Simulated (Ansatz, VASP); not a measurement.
Na4H in VASP and in Ansatz

File INCAR:

```
SYSTEM = Na4H
  ALGO = Normal
  DIPOL = 0.5 0.5 0.292
  EDIFF = 1E-6
  ENCUT = 520
  GGA = PE
  IDIPOL = 3
  ISIF = 2
  ISMEAR = 0
  LASPH = .TRUE.
  LCHARG = .FALSE.
  LDIPOL = .TRUE.
  LREAL = .FALSE.
  LWAVE = .FALSE.
  NBANDS = 40
  NELM = 80
  PREC = Accurate
  SIGMA = 0.1
```

The input KPOINTS:

```
k-points
0
G
  4 4 1
  0 0 0
```

Contents of POSCAR:

```
Na4H
1.0
    7.2665057608      0.0000000000      0.0000000000
   -2.4221685869      6.8509273320      0.0000000000
    0.0000000000      0.0000000000     20.9665385532
Na H
8 2
Direct
    0.2500000000      0.2500000000      0.1907801800
    0.2500000000      0.7500000000      0.1907801800
    0.7500000000      0.2500000000      0.1907801800
    0.7500000000      0.7500000000      0.1907801800
    0.0000000000      0.0000000000      0.3322693699
    0.0000000000      0.5000000000      0.3322693699
    0.5000000000      0.0000000000      0.3322693699
    0.5000000000      0.5000000000      0.3322693699
   -0.0516066473      0.7500000000      0.4147817977
    0.0516066473      0.7500000000      0.4147817977
```

Input for Ansatz:

```yaml
crystal:
  lattice:
    - [7.2665057608, 0.0, 0.0]
    - [-2.4221685869, 6.850927332, 0.0]
    - [0.0, 0.0, 20.9665385532]
  atoms:
    - { symbol: Na, position: [0.25, 0.25, 0.19078018] }
    - { symbol: Na, position: [0.25, 0.75, 0.19078018] }
    - { symbol: Na, position: [0.75, 0.25, 0.19078018] }
    - { symbol: Na, position: [0.75, 0.75, 0.19078018] }
    - { symbol: Na, position: [0.0, 0.0, 0.3322693699] }
    - { symbol: Na, position: [0.0, 0.5, 0.3322693699] }
    - { symbol: Na, position: [0.5, 0.0, 0.3322693699] }
    - { symbol: Na, position: [0.5, 0.5, 0.3322693699] }
    - { symbol: H, position: [-0.0516066473, 0.75, 0.4147817977] }
    - { symbol: H, position: [0.0516066473, 0.75, 0.4147817977] }
basis:
  ecutwfc: 420
kpoints:
  mp_grid: { grid: [4, 4, 1] }
hamiltonian:
  xc: pbe
scf:
  occupations: { method: gaussian, width: 0.1 }
output:
  forces: true
  eigenvalues: true
efield:
  axis: 3
  dipole_correction: true
  ramp_width: 0.04
```

Alike in both runs: task single point; functional PBE; k mesh 4 × 4 × 1; occupations gaussian, width 0.1 eV; no spin polarisation.

|  | VASP | Ansatz |
| --- | --- | --- |
| version | VASP 6.6.1 | Ansatz 0.2.0 |
| potentials or method | VASP PAW PBE potentials, release 64 (Na_pv, H), cutoff 520 eV | scalar-relativistic, plane waves, PAW |
| valence electrons in the cell | 58 | 74 |

VASP gave:

| Property | Result |
| --- | --- |
| gap on the k mesh at the Fermi level (eV) | none |
| rms of the force components (eV/Å) | 0.130 |

Q: What did Ansatz give for the same quantities?

A: gap on the k mesh at the Fermi level (eV): none; rms of the force components (eV/Å): 0.132.

Atom by atom the forces differ by 0.003 eV/Å (rms over components). A gap of «none» marks a metal or a gap that the smearing closes. The functional is the same, so the differences come from potentials, cutoffs and numerics. VASP's potentials hold 58 valence electrons a cell and Ansatz's 74, so a difference there can come from the potentials and not from the codes.
